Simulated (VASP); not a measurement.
# BaZrO3: single point with PBE

Crystal: BaZrO3.

```
CELL_PARAMETERS angstrom
4.03661 0.00000 0.00000
0.00000 4.03661 0.00000
0.00000 0.00000 4.34702
ATOMIC_POSITIONS crystal
Ba 0.00000 0.00000 0.00000
Zr 0.50000 0.50000 0.50000
O 0.50000 0.00000 0.50000
O 0.50000 0.50000 0.00000
O 0.00000 0.50000 0.50000
```

```
Program                : VASP 6.6.1
Task                   : single point
Functional             : PBE
Potentials or basis    : VASP PAW PBE potentials, release 64 (Ba_sv, Zr_sv, O)
Cutoff                 : 520 eV
k mesh                 : 6 × 6 × 6
Occupations            : gaussian, width 0.02 eV
Spin                   : no spin polarisation
Dipole correction      : no
Further INCAR settings : ALGO = Normal; EDIFF = 1e-06; NBANDS = 28
```

```yaml
Pressure: 13.9 GPa
Band_gap_on_the_k_mesh: 3.09 eV, indirect (least direct gap 3.27 eV)
```

Stress tensor (GPa, compression positive):
```
20.38  0.00  0.00
 0.00 20.38  0.00
 0.00  0.00  1.00
```

Levels at points of the mesh, in eV from the valence-band top:
```
           k point  band 18  band 19  band 20  band 21  band 22  band 23
(0.00, 0.00, 0.00)    -0.38    -0.18    -0.18     3.09     3.09     3.42
(0.50, 0.00, 0.00)    -1.80    -0.59    -0.39     3.64     6.17     6.24
(0.50, 0.50, 0.00)    -0.68    -0.68    -0.05     6.07     6.07     6.40
(0.00, 0.00, 0.50)    -1.39    -0.37    -0.37     3.77     5.33     5.33
(0.50, 0.00, 0.50)    -1.19    -0.62    -0.30     5.36     6.16     6.42
(0.50, 0.50, 0.50)    -0.11    -0.11     0.00     5.83     5.83     6.35
```

Run time: 43 s on 1 thread of AMD EPYC 9R45 96-Core Processor (Zen 5), with other jobs on the host, peak memory 0.19 GiB.

Caveat: spin-orbit coupling is left out, which moves the levels of the heavy elements. A k mesh can miss the band edges.
